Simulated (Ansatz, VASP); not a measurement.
# AlN in VASP and in Ansatz

```
Al N
1.0
     0.00000    2.18488    2.18488
     2.18488    0.00000    2.18488
     2.18488    2.18488    0.00000
Al N
1 1
Cartesian
  0.0000 0.0000 0.0000
  1.0924 1.0924 1.0924
```

Alike in both runs: task single point; functional PBE-based screened hybrid; k mesh 4 × 4 × 4; no spin polarisation.

```csv
,VASP,Ansatz
version,VASP 6.6.1,Ansatz 0.2.0
potentials or method,"VASP PAW PBE potentials, release 64 (Al, N)",plane waves
plane-wave cutoff (eV),520,420
occupations,"gaussian, width 0.01 eV",fixed
valence electrons in the cell,8,8
```

|  | VASP | Ansatz | Ansatz less VASP |
| --- | --- | --- | --- |
| gap on the k mesh at the Fermi level (eV) | 4.68 | 4.68 | -0.002 |
| pressure (GPa) | -3.7 | -3.8 | -0.07 |

VASP's potentials were made for PBE, not for PBE-based screened hybrid. Ansatz's warnings: stress exchange threshold loose, stress scf threshold loose.

The k mesh is coarse, so the values compare programs but aren't converged.
